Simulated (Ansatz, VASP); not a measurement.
**One calculation of C, two programs**

Contents of INCAR:

```
PREC = Accurate
ENCUT = 520
EDIFF = 1E-6
ISMEAR = -1
SIGMA = 0.05
LREAL = False
LASPH = True
NELM = 80
ALGO = Normal
ISIF = 2
LWAVE = False
LCHARG = True
GGA = PS
LELF = True
LVHAR = True
NBANDS = 11
```

KPOINTS

```
Automatic mesh
0
Gamma
  13 13 8
```

File POSCAR:

```
C
1.0
    2.0838934217     -1.2032084158      0.0000000000
    2.0838934217      1.2032084158      0.0000000000
   -1.3509174534      0.0000000000      3.4313236862
C
2
Direct
    0.1666444700      0.1666444700      0.9999069600
    0.8333555300      0.8333555300      0.0000930400
```

input.yaml

```yaml
crystal:
  lattice:
    - [2.0838934217, -1.2032084158, 0.0]
    - [2.0838934217, 1.2032084158, 0.0]
    - [-1.3509174534, 0.0, 3.4313236862]
  atoms:
    - { symbol: C, position: [0.16664447, 0.16664447, 0.99990696] }
    - { symbol: C, position: [0.83335553, 0.83335553, 9.304e-05] }
kpoints:
  mp_grid: { grid: [13, 13, 8] }
scf:
  occupations: { method: fermi_dirac, width: 0.05 }
hamiltonian:
  xc: pbesol
  pseudopotentials: { kind: all_electron, lapw: { basis_error: 0.001 } }
output:
  forces: true
  stress: true
  eigenvalues: true
```

Change from the starting cell: volume scaled by 0.94.

Alike in both runs: task single point; functional PBEsol; k mesh 13 × 13 × 8; occupations fermi-dirac, width 0.05 eV; no spin polarisation.

```csv
,VASP,Ansatz
version,VASP 6.6.1,Ansatz 0.2.0
potentials or method,"VASP PAW PBE potentials, release 64 (C), cutoff 520 eV","all-electron LAPW, scalar-relativistic"
```

VASP gave:

- gap on the k mesh at the Fermi level (eV): 0.94
- least direct gap on the mesh (eV): 0.95
- pressure (GPa): 20.4
- traceless stress, the component that is largest in VASP (GPa): -19.61

Q: Which values does Ansatz return?

A: gap on the k mesh at the Fermi level (eV): 0.94; least direct gap on the mesh (eV): 0.95; pressure (GPa): 19.6; traceless stress, the component that is largest in VASP (GPa): -18.74.

VASP's potentials were made for PBE, not for PBEsol. Ansatz ran all-electron here, and VASP with PAW potentials.
